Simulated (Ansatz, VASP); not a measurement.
# One calculation of CdS, two programs

The input INCAR:

```
  ALGO = Normal
  EDIFF = 1E-7
  ENCUT = 520
  GGA = PE
  ISIF = 2
  ISMEAR = 0
  LASPH = True
  LCHARG = True
  LELF = True
  LREAL = False
  LVHAR = True
  LWAVE = False
  NBANDS = 16
  NELM = 100
  PREC = Accurate
  SIGMA = 0.05
```

KPOINTS

```
k-points
0
Gamma
  8 8 8
```

Contents of POSCAR:

```
CdS
1.0
    0.0000000000      2.6772000000      3.1428000000
    2.6772000000      0.0000000000      3.1428000000
    2.6772000000      2.6772000000      0.0000000000
Cd S
1 1
Direct
    0.0000000000      0.0000000000      0.0000000000
    0.7500000000      0.7500000000      0.7500000000
```

Input for Ansatz:

```yaml
crystal:
  lattice:
    - [0.0, 2.6772, 3.1428]
    - [2.6772, 0.0, 3.1428]
    - [2.6772, 2.6772, 0.0]
  atoms:
    - { symbol: Cd, position: [0.0, 0.0, 0.0] }
    - { symbol: S, position: [0.75, 0.75, 0.75] }
basis:
  ecutwfc: 420
kpoints:
  mp_grid: { grid: [8, 8, 8] }
hamiltonian:
  xc: pbe
scf:
  occupations: { method: gaussian, width: 0.05 }
output:
  forces: true
  stress: true
  eigenvalues: true
```

Change from the starting cell: strain -0.080 along x and y, +0.080 along z, atoms carried along.

Alike in both runs: task single point; functional PBE; k mesh 8 × 8 × 8; occupations gaussian, width 0.05 eV; no spin polarisation.

```csv
,VASP,Ansatz
version,VASP 6.6.1,Ansatz 0.2.0
potentials or method,"VASP PAW PBE potentials, release 64 (Cd, S), cutoff 520 eV","scalar-relativistic, plane waves, PAW"
valence electrons in the cell,18,26
```

VASP gave:

- gap on the k mesh at the Fermi level (eV): 1.08
- least direct gap on the mesh (eV): 1.08
- pressure (GPa): 10.2
- traceless stress, the component that is largest in VASP (GPa): -1.85

Estimate Ansatz's values.

gap on the k mesh at the Fermi level (eV): 1.07; least direct gap on the mesh (eV): 1.07; pressure (GPa): 9.7; traceless stress, the component that is largest in VASP (GPa): -1.93.

VASP's potentials hold 18 valence electrons a cell and Ansatz's 26, so a difference there can come from the potentials and not from the codes.
